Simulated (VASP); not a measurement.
# Zr2H3 (P6/mmm) in VASP: further runs, part 2 of 2

VASP 6.6.1. Earlier steps stand in the parts before.

### Step 6. Single point, PBE, collinear spin

This run uses another cell than the first one, of 16.70 Å³/atom.

Input file INCAR:

```
ALGO = Normal ; EDIFF = 1E-7
ENCUT = 520 ; GGA = PE
ISIF = 2 ; ISMEAR = 0
ISPIN = 2 ; LASPH = True
LCHARG = False ; LMAXMIX = 4
LORBIT = 11 ; LREAL = False
LWAVE = False ; MAGMOM = 1 1 0 0 0
NBANDS = 26 ; NELM = 150
PREC = Accurate ; SIGMA = 0.1
```

Input file KPOINTS:

```
k-points
0
Gamma
  6 6 4
```

Input file POSCAR:

```
Zr2H3
1.0
    5.0517541473      0.0000000000      0.0000000000
   -2.5258770736      4.3749474252      0.0000000000
    0.0000000000      0.0000000000      3.7783153423
Zr H
2 3
Direct
    0.3333333333      0.6666666667      0.0000000000
    0.6666666667      0.3333333333      0.0000000000
    0.3333333333      0.6666666667      0.5000000000
    0.6666666667      0.3333333333      0.5000000000
    0.0000000000      0.0000000000      0.5000000000
```

Potentials or basis: VASP PAW PBE potentials, release 64 (Zr_sv, H).

Started as:

```bash
cat potpaw_PBE.64/Zr_sv/POTCAR potpaw_PBE.64/H/POTCAR > POTCAR
mpirun -np 1 vasp_std > vasp.out
```

OUTCAR:

```text
EDIFF = 1E-7
   ENCUT = 520
   GGA = PE
   ISIF = 2
   ISMEAR = 0
   ISPIN = 2
   LASPH = True
   LORBIT = 11
   LREAL = False
   NELM = 150
   PREC = Accurate

 ion  position               nearest neighbor table
   1  0.333  0.667  0.000-   3 1.89   3 1.89   2 2.92   2 2.92   2 2.92
   2  0.667  0.333  0.000-   4 1.89   4 1.89   1 2.92   1 2.92   1 2.92
   3  0.333  0.667  0.500-   1 1.89   1 1.89
   4  0.667  0.333  0.500-   2 1.89   2 1.89
   5  0.000  0.000  0.500-

  LATTYP: Found a hexagonal cell.
 ALAT       =     5.0517541473
 C/A-ratio  =     0.7479214610

  Lattice vectors:

 A1 = (   5.0517541473,   0.0000000000,   0.0000000000)
 A2 = (  -2.5258770736,   4.3749474252,   0.0000000000)
 A3 = (   0.0000000000,   0.0000000000,   3.7783153423)

Analysis of symmetry for initial positions (statically):
=====================================================================
 Subroutine PRICEL returns:
 Original cell was already a primitive cell.

 Routine SETGRP: Setting up the symmetry group for a
 hexagonal supercell.

 Subroutine GETGRP returns: Found 24 space group operations
 (whereof 24 operations were pure point group operations)
 out of a pool of 24 trial point group operations.

The static configuration has the point symmetry D_6h.

Analysis of symmetry for dynamics (positions and initial velocities):
=====================================================================
 Subroutine PRICEL returns:
 Original cell was already a primitive cell.

 Routine SETGRP: Setting up the symmetry group for a
 hexagonal supercell.

 Subroutine GETGRP returns: Found 24 space group operations
 (whereof 24 operations were pure point group operations)
 out of a pool of 24 trial point group operations.

The dynamic configuration has the point symmetry D_6h.

Analysis of structural, dynamic, and magnetic symmetry:
[... 163 lines left out ...]

 val. band max:        3.7132517506   @ k =   0.3333   0.3333   0.0000
 cond. band min:       3.7218680054   @ k =   0.1667   0.1667   0.5000
 fundamental gap:      0.0086162548
 Fermi energy:         3.7218626618

 spin component 1

 k-point     1 :       0.0000    0.0000    0.0000
  band No.  band energies     occupation
      1     -45.4585      1.00000
      2     -45.2513      1.00000
      3     -23.8773      1.00000
      4     -23.8773      1.00000
      5     -23.4060      1.00000
      6     -23.2140      1.00000
[... 577 lines left out ...]
     24       8.6784      0.00000
     25      13.2210      0.00000
 Fermi energy:         3.7218626618

 spin component 2

 k-point     1 :       0.0000    0.0000    0.0000
  band No.  band energies     occupation
      1     -45.0792      1.00000
      2     -44.8835      1.00000
      3     -23.3365      1.00000
      4     -23.3365      1.00000
      5     -23.1041      1.00000
      6     -22.9236      1.00000
[... 577 lines left out ...]
     24       9.3099      0.00000
     25      13.4528      0.00000
 [bands above 25 left out]

------------------------ aborting loop because EDIFF is reached ----------------------------------------

  FORCE on cell =-STRESS in cart. coord.  units (eV):
  Direction    XX          YY          ZZ          XY          YZ          ZX
  --------------------------------------------------------------------------------------
  -------------------------------------------------------------------------------------
  Total        0.0947261      0.0947261      0.0850953      0.0000000      0.0000000     -0.0000000
  in kB        1.8174682      1.8174682      1.6326866      0.0000000      0.0000000     -0.0000000
  external PRESSURE =       1.7558743 kB  Pullay stress =       0.0000000 kB

 VOLUME and BASIS-vectors are now :
 -----------------------------------------------------------------------------
  energy-cutoff  :      520.00
  volume of cell :       83.51
      direct lattice vectors                 reciprocal lattice vectors
     5.051754147  0.000000000  0.000000000     0.197951043  0.114287088  0.000000000
    -2.525877074  4.374947425  0.000000000     0.000000000  0.228574175  0.000000000
     0.000000000  0.000000000  3.778315342     0.000000000  0.000000000  0.264668221

 POSITION                                       TOTAL-FORCE (eV/Angst)
 -----------------------------------------------------------------------------------
     -0.00000      2.91663      0.00000        -0.000000      0.000000      0.000000
      2.52588      1.45832      0.00000         0.000000      0.000000     -0.000000
     -0.00000      2.91663      1.88916        -0.000000      0.000000      0.000000
      2.52588      1.45832      1.88916         0.000000      0.000000      0.000000
      0.00000      0.00000      1.88916        -0.000000      0.000000      0.000000
 -----------------------------------------------------------------------------------
    total drift:                                0.000000     -0.000000      0.000000

  FREE ENERGIE OF THE ION-ELECTRON SYSTEM (eV)
  ---------------------------------------------------
  free  energy   TOTEN  =       -22.2204698246 eV

  energy  without entropy=      -22.1987008526  energy(sigma->0) =      -22.20958534

 total charge

# of ion       s       p       d       tot
------------------------------------------
    1        2.225   5.937   1.704   9.866
    2        2.225   5.937   1.704   9.866
    3        0.599   0.008   0.000   0.608
    4        0.599   0.008   0.000   0.608
    5        0.381   0.002   0.000   0.383
--------------------------------------------------
tot          6.031  11.891   3.409  21.331

 magnetization (x)

# of ion       s       p       d       tot
------------------------------------------
    1        0.027   0.017   0.592   0.635
    2        0.027   0.017   0.592   0.635
    3        0.000   0.002   0.000   0.002
    4        0.000   0.002   0.000   0.002
    5        0.007   0.000   0.000   0.007
--------------------------------------------------
tot          0.062   0.037   1.183   1.282
```

stdout:

```text
POSCAR found type information on POSCAR ZrH
 POSCAR found :  2 types and       5 ions
 scaLAPACK will be used
 LDA part: xc-table for (Slater+PW92), standard interpolation
 POSCAR, INCAR and KPOINTS ok, starting setup
 FFT: planning ... GRIDC
 FFT: planning ... GRID_SOFT
 FFT: planning ... GRID
 WAVECAR not read
 entering main loop
```

Wall time 2.4 min (1 thread of Intel Xeon Platinum 8488C (Sapphire Rapids), shared host); peak memory 0.26 GiB.

What came out:

```
Free energy                                           : -22.2205 eV
Pressure                                              : 0.2 GPa
Net moment                                            : 1.96 μB per cell
Site moments                                          : Zr +0.64; H +0.00, +0.01 (each value once) μB
Valence electrons inside the program's atomic spheres : Zr 9.87; H 0.61, 0.38 (each value once)
```

Caveat: the k points lie up to 0.42 Å⁻¹ apart.

### Step 7. Relaxation of cell and atoms, PBE

This run uses another cell than the first one, of 16.70 Å³/atom.

Input file INCAR:

```
SYSTEM = Zr2H3
PREC     = Accurate       ! precision mode
ENCUT    = 600            ! plane-wave cutoff, eV
EDIFF    = 1E-6           ! SCF threshold, eV
ISMEAR   = 0              ! smearing method
SIGMA    = 0.1            ! smearing width, eV
LREAL    = .FALSE.        ! projectors in reciprocal space
LASPH    = .TRUE.         ! aspherical terms in the spheres
NELM     = 60             ! most SCF steps
ALGO     = Normal         ! electronic algorithm
ISIF     = 3              ! what is computed and relaxed
LWAVE    = .FALSE.        ! write WAVECAR
LCHARG   = .FALSE.        ! write CHGCAR
GGA      = PE             ! functional
IBRION   = 2              ! ionic algorithm
NSW      = 100            ! ionic steps
EDIFFG   = -0.01          ! ionic threshold
```

Input file KPOINTS:

```
Automatic mesh
0
G
  12 12 10
  0 0 0
```

POSCAR is that of step 6.

Potentials or basis: VASP PAW PBE potentials, release 64 (Zr_sv, H).

Started as:

```bash
cat potpaw_PBE.64/Zr_sv/POTCAR potpaw_PBE.64/H/POTCAR > POTCAR
mpirun -np 1 vasp_std > vasp.out
```

OUTCAR:

```text
SYSTEM = Zr2H3
   PREC = Accurate
   ENCUT = 600
   EDIFF = 1E-6
   ISMEAR = 0
   LREAL = .FALSE.
   LASPH = .TRUE.
   NELM = 60
   ISIF = 3
   GGA = PE
   IBRION = 2
   NSW = 100
   EDIFFG = -0.01

 ion  position               nearest neighbor table
   1  0.333  0.667  0.000-   3 1.89   3 1.89   2 2.92   2 2.92   2 2.92
   2  0.667  0.333  0.000-   4 1.89   4 1.89   1 2.92   1 2.92   1 2.92
   3  0.333  0.667  0.500-   1 1.89   1 1.89
   4  0.667  0.333  0.500-   2 1.89   2 1.89
   5  0.000  0.000  0.500-

  LATTYP: Found a hexagonal cell.
 ALAT       =     5.0517541473
 C/A-ratio  =     0.7479214610

  Lattice vectors:

 A1 = (   5.0517541473,   0.0000000000,   0.0000000000)
 A2 = (  -2.5258770736,   4.3749474252,   0.0000000000)
 A3 = (   0.0000000000,   0.0000000000,   3.7783153423)

Analysis of symmetry for initial positions (statically):
=====================================================================
 Subroutine PRICEL returns:
 Original cell was already a primitive cell.

 Routine SETGRP: Setting up the symmetry group for a
 hexagonal supercell.

 Subroutine GETGRP returns: Found 24 space group operations
 (whereof 24 operations were pure point group operations)
 out of a pool of 24 trial point group operations.

The static configuration has the point symmetry D_6h.

Analysis of symmetry for dynamics (positions and initial velocities):
=====================================================================
 Subroutine PRICEL returns:
 Original cell was already a primitive cell.

 Routine SETGRP: Setting up the symmetry group for a
 hexagonal supercell.

 Subroutine GETGRP returns: Found 24 space group operations
 (whereof 24 operations were pure point group operations)
 out of a pool of 24 trial point group operations.

The dynamic configuration has the point symmetry D_6h.

 Subroutine INISYM returns: Found 24 space group operations
 (whereof 24 operations are pure point group operations),
 and found     1 'primitive' translations

----------------------------------------------------------------------------------------

                                     Primitive cell

  volume of cell :      83.5051

  direct lattice vectors                    reciprocal lattice vectors
     5.051754147  0.000000000  0.000000000     0.197951043  0.114287088  0.000000000
    -2.525877074  4.374947425  0.000000000     0.000000000  0.228574175  0.000000000
     0.000000000  0.000000000  3.778315342     0.000000000  0.000000000  0.264668221

  length of vectors
     5.051754147  5.051754147  3.778315342     0.228574175  0.228574175  0.264668221

  position of ions in fractional coordinates (direct lattice)
     0.333333333  0.666666667  0.000000000
     0.666666667  0.333333333  0.000000000
     0.333333333  0.666666667  0.500000000
     0.666666667  0.333333333  0.500000000
     0.000000000  0.000000000  0.500000000

  ion indices of the primitive-cell ions
   primitive index   ion index
                 1           1
                 2           2
                 3           3
                 4           4
[... 34 lines left out ...]
  0.333333  0.000000  0.000000      6.000000
  0.416667  0.000000  0.000000      6.000000
[... 16 lines left out ...]
  0.250000  0.000000  0.100000     12.000000
  0.333333  0.000000  0.100000     12.000000
 [... further k-points ...]
   k-points           NKPTS =    114   k-points in BZ     NKDIM =    114   number of bands    NBANDS=     17
   number of dos      NEDOS =    301   number of ions     NIONS =      5
   total plane-waves  NPLWV =  48000
   dimension x,y,z NGX =    40 NGY =   40 NGZ =   30
   dimension x,y,z NGXF=    80 NGYF=   80 NGZF=   60
   ions per type =               2   3
   NGX,Y,Z   is equivalent  to a cutoff of  13.16, 13.16, 13.20 a.u.
   NGXF,Y,Z  is equivalent  to a cutoff of  26.33, 26.33, 26.40 a.u.
 SYSTEM =  Zr2H3
   PREC   = accura    normal or accurate (medium, high low for compatibility)
   ISTART =      0    job   : 0-new  1-cont  2-samecut
   ICHARG =      2    charge: 1-file 2-atom 10-const
   ISPIN  =      1    spin polarized calculation?
   LNONCOLLINEAR =      F non collinear calculations
   LSORBIT =      F    spin-orbit coupling
   LASPH  =      T    aspherical Exc in radial PAW
   ENCUT  =  600.0 eV  44.10 Ry    6.64 a.u.  10.09 10.09  7.55*2*pi/ulx,y,z
   NELM   =     60;   NELMIN=  2; NELMDL= -5     # of ELM steps
   EDIFF  = 0.1E-05   stopping-criterion for ELM
   LREAL  =      F    real-space projection
   EDIFFG = -.1E-01   stopping-criterion for IOM
   NSW    =    100    number of steps for IOM
   IBRION =      2    ionic relax: 0-MD 1-quasi-New 2-CG
   NFREE  =      1    steps in history (QN), initial steepest desc. (CG)
   ISIF   =      3    stress and relaxation
   ISYM   =      2    0-nonsym 1-usesym 2-fastsym
   POTIM  = 0.5000    time-step for ionic-motion
   TEBEG  =    0.0;   TEEND  =   0.0 temperature during run
   PSTRESS=    0.0 pullay stress
   NELECT =      27.0000    total number of electrons
   NUPDOWN=      -1.0000    fix difference up-down
   EMIN   =  10.00;   EMAX   =-10.00  energy-range for DOS
   EFERMI =   0.00;   METHOD = LEGACY
   ISMEAR =     0;   SIGMA  =   0.10  broadening in eV -4-tet -1-fermi 0-gaus
   EFERMI_NEDOS =   21; number of points for ismear=-14 and -15
   IALGO  =     38    algorithm
   IMIX   =      4    mixing-type and parameters
     AMIX     =   0.40;   BMIX     =  1.00
     AMIX_MAG =   1.60;   BMIX_MAG =  1.00
  volume/ion in A,a.u.               =      16.70       112.70
  Fermi-wavevector in a.u.,A,eV,Ry     =   1.123634  2.123361 17.178092  1.262554
  Thomas-Fermi vector in A             =   2.260302
   LORBIT       =      0    0 simple, 1 ext, 2 COOP (PROOUT), +10 PAW based schemes
   GGA     = PE    functional components
   LHFCALC =     F    Hartree Fock is set to
   AEXX    =    0.0000 exact exchange contribution
   IVDW    =     0    specifies the selected vdW correction
   LEPSILON=     F    determine dielectric tensor
   LRPA    =     F    only Hartree local field effects (RPA)
 conjugate gradient relaxation of ions
 non-spin polarized calculation
 Gauss-broadening in eV      SIGMA  =   0.10
  energy-cutoff  :      600.00
  volume of cell :       83.51
 maximum number of plane-waves:      2806
   NGX = 21   NGY = 21   NGZ = 15

--------------------------------------- Ionic step        1  -------------------------------------------

 number of electron      27.0000001 magnetization

 Free energy of the ion-electron system (eV)
  ---------------------------------------------------
  ext. energy  EPLUGINS =         0.00000000
  ---------------------------------------------------
  free energy    TOTEN  =       -22.20520990 eV

  energy without entropy =      -22.16941101  energy(sigma->0) =      -22.18731045

------------------------ aborting loop because EDIFF is reached ----------------------------------------

  FORCE on cell =-STRESS in cart. coord.  units (eV):
  Direction    XX          YY          ZZ          XY          YZ          ZX
  --------------------------------------------------------------------------------------
  -------------------------------------------------------------------------------------
  Total        0.3072708      0.3072708     -0.4243805      0.0000000      0.0000000      0.0000000
  in kB        5.8954721      5.8954721     -8.1424057      0.0000000      0.0000000      0.0000000
  external PRESSURE =       1.2161795 kB  Pullay stress =       0.0000000 kB
[... 143 lines left out ...]
--------------------------------------- Ionic step        5  -------------------------------------------

 number of electron      27.0000001 magnetization

 Free energy of the ion-electron system (eV)
  ---------------------------------------------------
  ext. energy  EPLUGINS =         0.00000000
  ---------------------------------------------------
  free energy    TOTEN  =       -22.20799594 eV

  energy without entropy =      -22.17255549  energy(sigma->0) =      -22.19027571

 E-fermi :   3.5888     XC(G=0):  -8.9487

 val. band max:        3.5885177990   @ k =   0.3333   0.2500   0.4000
 cond. band min:       3.5894061424   @ k =   0.2500   0.1667   0.1000
 fundamental gap:      0.0008883434
 Fermi energy:         3.5887602863

 k-point     1 :       0.0000    0.0000    0.0000
  band No.  band energies     occupation
      1     -45.3597      2.00000
      2     -45.1722      2.00000
      3     -23.6862      2.00000
      4     -23.6862      2.00000
      5     -23.3273      2.00000
      6     -23.1523      2.00000
[... 457 lines left out ...]
      4     -23.5701      2.00000
      5     -23.3093      2.00000
      6     -23.2069      2.00000
[... 9 lines left out ...]
     16       4.9250      0.00000
     17       5.8007      0.00000

 [... further k-points ...]

------------------------ aborting loop because EDIFF is reached ----------------------------------------

  FORCE on cell =-STRESS in cart. coord.  units (eV):
  Direction    XX          YY          ZZ          XY          YZ          ZX
  --------------------------------------------------------------------------------------
  -------------------------------------------------------------------------------------
  Total       -0.0045862     -0.0045862     -0.0102065     -0.0000000      0.0000000     -0.0000000
  in kB       -0.0871423     -0.0871423     -0.1939317     -0.0000000      0.0000000     -0.0000000
  external PRESSURE =      -0.1227388 kB  Pullay stress =       0.0000000 kB
[... 20 lines left out ...]
  FREE ENERGIE OF THE ION-ELECTRON SYSTEM (eV)
  ---------------------------------------------------
  free  energy   TOTEN  =       -22.2079959400 eV

  energy  without entropy=      -22.1725554895  energy(sigma->0) =      -22.19027571

 reached required accuracy - stopping structural energy minimisation
```

It took 6.9 min on 1 thread of Intel Xeon Platinum 8488C (Sapphire Rapids), shared host; peak memory 0.34 GiB.

What came out:

* Free energy: -22.2080 eV
* Relaxed volume: 16.86 Å³/atom
* Relaxed cell: a = 5.086 Å, b = 5.086 Å, c = 3.765 Å, α = 90.00°, β = 90.00°, γ = 120.00°
* Space group after relaxing (to 0.1 Å): P6/mmm (No. 191)
* Energy gained by relaxing: 0.6 meV/atom
* Ionic steps: 5
* Pressure after relaxing: 0.0 GPa
* Band gap on the k mesh: zero (an odd number of electrons rules out a gap without spin polarisation)

Step by step:
```
step  energy change (eV)  largest force (eV/Å)  pressure (GPa)  volume (Å³)
   1              0.0000                0.0000            0.12        83.51
   2             -0.0022                0.0000            0.25        83.66
   3             -0.0023                0.0000            0.29        83.70
   4             -0.0027                0.0000            0.08        84.12
   5             -0.0028                0.0000           -0.01        84.32
```

Final structure:
```
Zr H
1.0
     5.08557    0.00000    0.00000
    -2.54278    4.40423    0.00000
     0.00000    0.00000    3.76467
Zr H
2 3
Direct
  0.33333 0.66667 0.00000
  0.66667 0.33333 0.00000
  0.33333 0.66667 0.50000
  0.66667 0.33333 0.50000
  0.00000 0.00000 0.50000
```

Levels at points of the mesh, in eV from the Fermi level:
| k point | band 10 | band 11 | band 12 | band 13 | band 14 | band 15 | band 16 | band 17 |
| --- | --- | --- | --- | --- | --- | --- | --- | --- |
| (0.00, 0.00, 0.00) | -4.37 | -2.96 | 0.51 | 0.51 | 0.77 | 0.77 | 0.81 | 1.32 |
| (0.50, 0.00, 0.00) | -5.09 | -2.67 | -0.83 | -0.55 | -0.20 | 1.04 | 1.43 | 2.52 |
| (0.00, 0.00, 0.50) | -1.96 | -1.02 | -0.40 | -0.40 | -0.16 | 1.08 | 1.08 | 1.16 |
| (0.50, 0.00, 0.50) | -2.89 | -1.06 | -0.89 | -0.65 | -0.37 | 0.00 | 1.32 | 1.51 |

### Step 8. The runs side by side

```csv
task,spin,cell,k mesh,cutoff (eV),gap on the mesh (eV),pressure (GPa),relaxed volume (Å³/atom)
single point,off,"a = 4.039, b = 4.039, c = 4.482 Å, angles 90.0, 90.0, 120.0°, 5 atoms",6 × 6 × 4,520,none,9.5,-
single point,off,"a = 5.052, b = 5.052, c = 3.778 Å, angles 90.0, 90.0, 120.0°, 5 atoms",6 × 6 × 4,520,none,0.1,-
relaxation of cell and atoms,off,"relaxed from a = 4.039, b = 4.039, c = 4.482 Å, angles 90.0, 90.0, 120.0°, 5 atoms",6 × 6 × 4,600,none,0.1,16.63
single point,off,"a = 5.085, b = 5.085, c = 3.764 Å, angles 90.0, 90.0, 120.0°, 5 atoms",12 × 12 × 10,520,none,0.0,-
single point,collinear,"a = 5.052, b = 5.052, c = 3.778 Å, angles 90.0, 90.0, 120.0°, 5 atoms",6 × 6 × 4,520,none,0.2,-
relaxation of cell and atoms,off,"relaxed from a = 5.052, b = 5.052, c = 3.778 Å, angles 90.0, 90.0, 120.0°, 5 atoms",12 × 12 × 10,600,none,0.0,16.86
```

Alike in all rows: level PBE; potentials or basis VASP PAW PBE potentials, release 64 (Zr_sv, H); smearing gaussian 0.1 eV.

Caveats: some runs use coarse meshes; the cell stands under pressure (at least some runs); the volume moved by over 15 % at a fixed basis, so the end points are rough (at least some runs).

Absolute energies hang on the potentials; compare differences alone.
